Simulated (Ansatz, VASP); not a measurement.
# Sn in VASP and in Ansatz

INCAR

```
SYSTEM = Sn
ALGO = Fast
EDIFF = 1E-7
ENCUT = 520
GGA = PS
ISIF = 2
ISMEAR = 0
LASPH = .TRUE.
LCHARG = .TRUE.
LELF = .TRUE.
LREAL = .FALSE.
LVHAR = .TRUE.
LWAVE = .FALSE.
NBANDS = 21
NELM = 80
PREC = Accurate
SIGMA = 0.1
```

KPOINTS

```
k-points
0
G
  16 16 16
  0 0 0
```

File POSCAR:

```
Sn
1.0
   -2.9188892203      2.9188892203      1.5763088259
    2.9188892203     -2.9188892203      1.5763088259
    2.9188892203      2.9188892203     -1.5763088259
Sn
2
Direct
    0.0000000000      0.0000000000      0.0000000000
    0.7500000000      0.2500000000      0.5000000000
```

Input for Ansatz:

```yaml
crystal:
  lattice:
    - [-2.9188892203, 2.9188892203, 1.5763088259]
    - [2.9188892203, -2.9188892203, 1.5763088259]
    - [2.9188892203, 2.9188892203, -1.5763088259]
  atoms:
    - { symbol: Sn, position: [0.0, 0.0, 0.0] }
    - { symbol: Sn, position: [0.75, 0.25, 0.5] }
basis:
  ecutwfc: 420
kpoints:
  mp_grid: { grid: [16, 16, 16] }
  band_path:
    path:
      - [0.0, 0.0, 0.0]
      - [0.0, 0.0, 0.5]
      - [-0.5, 0.5, 0.5]
      - [0.3229100503, 0.3229100503, -0.3229100503]
      - [-0.3229100503, 0.6770899497, 0.3229100503]
      - [0.25, 0.25, 0.25]
      - [0.0, 0.5, 0.0]
      - [0.125, -0.25, 0.25]
      - [0.3125, 0.3125, -0.3125]
    npoints: 1
hamiltonian:
  xc: pbesol
scf:
  occupations: { method: gaussian, width: 0.1 }
  n_extra_bands: 4
output:
  forces: true
  stress: true
  eigenvalues: true
  write_density: true
  write_potential: true
  elf: true
  volumetric_format: npy
```

Alike in both runs: task single point; functional PBEsol; k mesh 16 × 16 × 16; occupations gaussian, width 0.1 eV; no spin polarisation.

|  | VASP | Ansatz |
| --- | --- | --- |
| version | VASP 6.6.1 | Ansatz 0.2.0 |
| potentials or method | VASP PAW PBE potentials, release 64 (Sn_d), cutoff 520 eV | scalar-relativistic, plane waves, PAW |
| valence electrons in the cell | 28 | 28 |

```tsv
	VASP	Ansatz	Ansatz less VASP
gap on the k mesh at the Fermi level (eV)	none	none	-
pressure (GPa)	0.0	0.0	+0.06
```

VASP's potentials were made for PBE, not for PBEsol. A gap of «none» marks a metal or a gap that the smearing closes.
